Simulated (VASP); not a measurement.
# CO2 in VASP: notebook

CO2 is run at these levels: PBE; tasks: single point.

Everything below comes from runs of VASP 6.6.1. Logs are shortened: lines on timing, memory, paths and dates and some standing lists are left out, and cuts for length are marked.

### 1 The cell of the first run

Symmetry: P4_2/nmc, No. 137, tetragonal system. Conventional cell: a = 2.334 Å, b = 2.334 Å, c = 10.511 Å, α = 90.00°, β = 90.00°, γ = 90.00°. Within 1.9 Å of C (site symmetry -4m2) lie 4 O at 1.43 Å. Within 1.9 Å of O (site symmetry 2mm) lie 2 C at 1.43 Å.

### 2 Single point, PBE

Contents of INCAR:

```
PREC = Accurate
ENCUT = 520
EDIFF = 1E-6
ISMEAR = 0
SIGMA = 0.1
LREAL = F
LASPH = T
NELM = 100
ALGO = Normal
ISIF = 2
LWAVE = F
LCHARG = T
GGA = PE
LELF = T
LVHAR = T
NBANDS = 25
```

Contents of KPOINTS:

```
regular mesh
0
Gamma
  8 8 2
```

Contents of POSCAR:

```
CO2
1.0
    2.3339186015      0.0000000000      0.0000000000
    0.0000000000      2.3339186015      0.0000000000
    0.0000000000      0.0000000000     10.5108098410
C O
2 4
Direct
    0.0000000000      0.0000000000      0.0000000000
    0.5000000000      0.5000000000      0.5000000000
    1.0000000000      0.5000000000      0.0785028595
    0.0000000000      0.5000000000      0.5785028595
    0.5000000000      0.0000000000      0.4214971405
    0.5000000000      1.0000000000      0.9214971405
```

Potentials or basis: VASP PAW PBE potentials, release 64 (C, O).

Launch:

```console
cat potpaw_PBE.64/C/POTCAR potpaw_PBE.64/O/POTCAR > POTCAR
mpirun -np 1 vasp_std > vasp.out
```

OUTCAR:

```text
PREC = Accurate
   ENCUT = 520
   EDIFF = 1E-6
   ISMEAR = 0
   LREAL = F
   LASPH = T
   NELM = 100
   ISIF = 2
   GGA = PE

 ion  position               nearest neighbor table
   1  0.000  0.000  0.000-   3 1.43   6 1.43   3 1.43   6 1.43
   2  0.500  0.500  0.500-   4 1.43   5 1.43   5 1.43   4 1.43
   3  0.000  0.500  0.079-   1 1.43   1 1.43
   4  0.000  0.500  0.579-   2 1.43   2 1.43
   5  0.500  0.000  0.421-   2 1.43   2 1.43
   6  0.500  0.000  0.921-   1 1.43   1 1.43

  LATTYP: Found a simple tetragonal cell.
 ALAT       =     2.3339186015
 C/A-ratio  =     4.5035031788

  Lattice vectors:

 A1 = (   2.3339186015,   0.0000000000,   0.0000000000)
 A2 = (   0.0000000000,   2.3339186015,   0.0000000000)
 A3 = (   0.0000000000,   0.0000000000,  10.5108098410)

Analysis of symmetry for initial positions (statically):
=====================================================================
 Subroutine PRICEL returns:
 Original cell was already a primitive cell.

 Routine SETGRP: Setting up the symmetry group for a
 simple tetragonal supercell.

 Subroutine GETGRP returns: Found 16 space group operations
 (whereof  8 operations were pure point group operations)
 out of a pool of 16 trial point group operations.

The static configuration has the point symmetry D_2d.
 The point group associated with its full space group is D_4h.

Analysis of symmetry for dynamics (positions and initial velocities):
=====================================================================
 Subroutine PRICEL returns:
 Original cell was already a primitive cell.

 Routine SETGRP: Setting up the symmetry group for a
 simple tetragonal supercell.

 Subroutine GETGRP returns: Found 16 space group operations
 (whereof  8 operations were pure point group operations)
 out of a pool of 16 trial point group operations.

The dynamic configuration has the point symmetry D_2d.
 The point group associated with its full space group is D_4h.

 Subroutine INISYM returns: Found 16 space group operations
 (whereof  8 operations are pure point group operations),
 and found     1 'primitive' translations

----------------------------------------------------------------------------------------

                                     Primitive cell

  volume of cell :      57.2542

  direct lattice vectors                    reciprocal lattice vectors
     2.333918602  0.000000000  0.000000000     0.428463957  0.000000000  0.000000000
     0.000000000  2.333918602  0.000000000     0.000000000  0.428463957  0.000000000
     0.000000000  0.000000000 10.510809841     0.000000000  0.000000000  0.095140148

  length of vectors
     2.333918602  2.333918602 10.510809841     0.428463957  0.428463957  0.095140148

  position of ions in fractional coordinates (direct lattice)
     0.000000000  0.000000000  0.000000000
     0.500000000  0.500000000  0.500000000
     0.000000000  0.500000000  0.078502859
     0.000000000  0.500000000  0.578502859
     0.500000000  0.000000000  0.421497141
     0.500000000  0.000000000  0.921497141

  ion indices of the primitive-cell ions
   primitive index   ion index
                 1           1
                 2           2
                 3           3
                 4           4
                 5           5
                 6           6

----------------------------------------------------------------------------------------

 KPOINTS: regular mesh

Automatic generation of k-mesh.
 Grid dimensions read from file:
 generate k-points for:    8    8    2

 Generating k-lattice:

  Cartesian coordinates                     Fractional coordinates (reciprocal lattice)
     0.053557995  0.000000000  0.000000000     0.125000000  0.000000000  0.000000000
     0.000000000  0.053557995  0.000000000     0.000000000  0.125000000  0.000000000
     0.000000000  0.000000000  0.047570074     0.000000000  0.000000000  0.500000000

  Length of vectors
     0.053557995  0.053557995  0.047570074

  Shift w.r.t. Gamma in fractional coordinates (k-lattice)
     0.000000000  0.000000000  0.000000000

 Subroutine IBZKPT returns following result:
 ===========================================

 Found     30 irreducible k-points:

 Following reciprocal coordinates:
            Coordinates               Weight
  0.000000  0.000000  0.000000      1.000000
  0.125000  0.000000  0.000000      4.000000
  0.250000  0.000000  0.000000      4.000000
  0.375000  0.000000  0.000000      4.000000
  0.500000  0.000000  0.000000      2.000000
  0.125000  0.125000  0.000000      4.000000
[... 16 lines left out ...]
  0.375000  0.125000  0.500000      8.000000
  0.500000  0.125000  0.500000      4.000000
 [... further k-points ...]
   k-points           NKPTS =     30   k-points in BZ     NKDIM =     30   number of bands    NBANDS=     25
   number of dos      NEDOS =    301   number of ions     NIONS =      6
   total plane-waves  NPLWV =  25920
   dimension x,y,z NGX =    18 NGY =   18 NGZ =   80
   dimension x,y,z NGXF=    36 NGYF=   36 NGZF=  160
   ions per type =               2   4
   NGX,Y,Z   is equivalent  to a cutoff of  12.82, 12.82, 12.65 a.u.
   NGXF,Y,Z  is equivalent  to a cutoff of  25.64, 25.64, 25.31 a.u.
 SYSTEM =  unknown system
   PREC   = accura    normal or accurate (medium, high low for compatibility)
   ISTART =      0    job   : 0-new  1-cont  2-samecut
   ICHARG =      2    charge: 1-file 2-atom 10-const
   ISPIN  =      1    spin polarized calculation?
   LNONCOLLINEAR =      F non collinear calculations
   LSORBIT =      F    spin-orbit coupling
   LASPH  =      T    aspherical Exc in radial PAW
   ENCUT  =  520.0 eV  38.22 Ry    6.18 a.u.   4.34  4.34 19.54*2*pi/ulx,y,z
   NELM   =    100;   NELMIN=  2; NELMDL= -5     # of ELM steps
   EDIFF  = 0.1E-05   stopping-criterion for ELM
   LREAL  =      F    real-space projection
   EDIFFG = 0.1E-04   stopping-criterion for IOM
   NSW    =      0    number of steps for IOM
   IBRION =     -1    ionic relax: 0-MD 1-quasi-New 2-CG
   NFREE  =      0    steps in history (QN), initial steepest desc. (CG)
   ISIF   =      2    stress and relaxation
   ISYM   =      2    0-nonsym 1-usesym 2-fastsym
   POTIM  = 0.5000    time-step for ionic-motion
   TEBEG  =    0.0;   TEEND  =   0.0 temperature during run
   PSTRESS=    0.0 pullay stress
   NELECT =      32.0000    total number of electrons
   NUPDOWN=      -1.0000    fix difference up-down
   EMIN   =  10.00;   EMAX   =-10.00  energy-range for DOS
   EFERMI =   0.00;   METHOD = LEGACY
   ISMEAR =     0;   SIGMA  =   0.10  broadening in eV -4-tet -1-fermi 0-gaus
   EFERMI_NEDOS =   21; number of points for ismear=-14 and -15
   IALGO  =     38    algorithm
   IMIX   =      4    mixing-type and parameters
     AMIX     =   0.40;   BMIX     =  1.00
     AMIX_MAG =   1.60;   BMIX_MAG =  1.00
  volume/ion in A,a.u.               =       9.54        64.40
  Fermi-wavevector in a.u.,A,eV,Ry     =   1.348515  2.548323 24.742078  1.818491
  Thomas-Fermi vector in A             =   2.476177
   LORBIT       =      0    0 simple, 1 ext, 2 COOP (PROOUT), +10 PAW based schemes
   GGA     = PE    functional components
   LHFCALC =     F    Hartree Fock is set to
   AEXX    =    0.0000 exact exchange contribution
   IVDW    =     0    specifies the selected vdW correction
   LEPSILON=     F    determine dielectric tensor
   LRPA    =     F    only Hartree local field effects (RPA)
 non-spin polarized calculation
 Gauss-broadening in eV      SIGMA  =   0.10
  energy-cutoff  :      520.00
  volume of cell :       57.25
 maximum number of plane-waves:      1563
 NGX is ok and might be reduce to    18
   NGX =  9   NGY =  9   NGZ = 39

 number of electron      32.0000017 magnetization

 Free energy of the ion-electron system (eV)
  ---------------------------------------------------
  ext. energy  EPLUGINS =         0.00000000
  ---------------------------------------------------
  free energy    TOTEN  =       -42.06838020 eV

  energy without entropy =      -42.06838020  energy(sigma->0) =      -42.06838020

 E-fermi :   1.8303     XC(G=0):  -9.5813

 val. band max:        1.2761507513   @ k =   0.5000   0.0000   0.5000
 cond. band min:       5.1635964952   @ k =   0.0000   0.0000   0.0000
 fundamental gap:      3.8874457439
 Fermi energy:         1.8303341606

 k-point     1 :       0.0000    0.0000    0.0000
  band No.  band energies     occupation
      1     -24.0889      2.00000
      2     -24.0847      2.00000
      3     -18.8784      2.00000
      4     -18.8624      2.00000
      5      -5.8918      2.00000
      6      -5.8918      2.00000
[... 17 lines left out ...]
     24      12.0999      0.00000
     25      12.1103      0.00000

 k-point     2 :       0.1250    0.0000    0.0000
  band No.  band energies     occupation
      1     -23.8156      2.00000
      2     -23.8117      2.00000
      3     -18.7896      2.00000
      4     -18.7748      2.00000
      5      -7.2979      2.00000
      6      -7.2854      2.00000
[... 17 lines left out ...]
     24      11.8739      0.00000
     25      11.8854      0.00000

 k-point     3 :       0.2500    0.0000    0.0000
  band No.  band energies     occupation
      1     -23.0251      2.00000
      2     -23.0214      2.00000
      3     -18.6771      2.00000
      4     -18.6670      2.00000
      5      -9.6095      2.00000
      6      -9.5975      2.00000
[... 17 lines left out ...]
     24      11.5836      0.00000
     25      12.4668      0.00000

 k-point     4 :       0.3750    0.0000    0.0000
  band No.  band energies     occupation
      1     -21.8408      2.00000
      2     -21.8383      2.00000
      3     -18.9827      2.00000
      4     -18.9792      2.00000
      5     -11.2163      2.00000
      6     -11.2075      2.00000
[... 17 lines left out ...]
     24      12.7461      0.00000
     25      13.4430      0.00000
[... 477 lines left out ...]
 k-point    22 :       0.2500    0.1250    0.5000
  band No.  band energies     occupation
      1     -22.7593      2.00000
      2     -22.7592      2.00000
      3     -18.5725      2.00000
      4     -18.5718      2.00000
      5      -9.4369      2.00000
      6      -9.4295      2.00000
[... 17 lines left out ...]
     24      11.5071      0.00000
     25      12.9178      0.00000

 k-point    23 :       0.3750    0.1250    0.5000
  band No.  band energies     occupation
      1     -21.5875      2.00000
      2     -21.5870      2.00000
      3     -18.8483      2.00000
      4     -18.8469      2.00000
      5     -11.0841      2.00000
      6     -11.0796      2.00000
[... 17 lines left out ...]
     24      12.8059      0.00000
     25      13.8332      0.00000

 k-point    24 :       0.5000    0.1250    0.5000
  band No.  band energies     occupation
      1     -20.6451      2.00000
      2     -20.6451      2.00000
      3     -19.4585      2.00000
      4     -19.4585      2.00000
      5     -11.5860      2.00000
      6     -11.5860      2.00000
[... 17 lines left out ...]
     24      12.5085      0.00000
     25      15.2509      0.00000

 [... further k-points ...]
[... 5 lines left out ...]
  --------------------------------------------------------------------------------------
  -------------------------------------------------------------------------------------
  Total        0.5883600      0.5883600      0.3442939      0.0000000      0.0000000      0.0000000
  in kB       16.4644073     16.4644073      9.6345695      0.0000000      0.0000000      0.0000000
  external PRESSURE =      14.1877947 kB  Pullay stress =       0.0000000 kB

 VOLUME and BASIS-vectors are now :
 -----------------------------------------------------------------------------
  energy-cutoff  :      520.00
  volume of cell :       57.25
      direct lattice vectors                 reciprocal lattice vectors
     2.333918602  0.000000000  0.000000000     0.428463957  0.000000000  0.000000000
     0.000000000  2.333918602  0.000000000     0.000000000  0.428463957  0.000000000
     0.000000000  0.000000000 10.510809841     0.000000000  0.000000000  0.095140148

 POSITION                                       TOTAL-FORCE (eV/Angst)
 -----------------------------------------------------------------------------------
      0.00000      0.00000      0.00000         0.000000      0.000000      0.000000
      1.16696      1.16696      5.25540         0.000000      0.000000      0.000000
      0.00000      1.16696      0.82513         0.000000      0.000000      0.138732
      0.00000      1.16696      6.08053        -0.000000      0.000000      0.138732
      1.16696      0.00000      4.43028         0.000000      0.000000     -0.138732
      1.16696      0.00000      9.68568         0.000000     -0.000000     -0.138732
 -----------------------------------------------------------------------------------
    total drift:                                0.000000      0.000000     -0.000000

  FREE ENERGIE OF THE ION-ELECTRON SYSTEM (eV)
  ---------------------------------------------------
  free  energy   TOTEN  =       -42.0683801992 eV

  energy  without entropy=      -42.0683801992  energy(sigma->0) =      -42.06838020
```

It took 47 s on 1 thread of AMD EPYC 7R13, shared host; peak memory 0.14 GiB.

Results:

| Property | Result |
| --- | --- |
| Free energy | -42.0684 eV |
| Pressure | 1.4 GPa |
| Largest force | 0.139 eV/Å |
| Band gap on the k mesh | 3.89 eV, indirect (least direct gap 4.30 eV) |

Forces on the atoms (eV/Å):
```
C    0.000  0.000  0.000
C    0.000  0.000  0.000
O    0.000  0.000  0.139
O    0.000  0.000  0.139
O    0.000  0.000 -0.139
O    0.000  0.000 -0.139
```

Caveat: this functional lacks dispersion, which binds the layers, so the pressure and a relaxed spacing across them are unreliable. As with any semilocal functional, this PBE gap is likely too small.

[end of part 1 of 4]
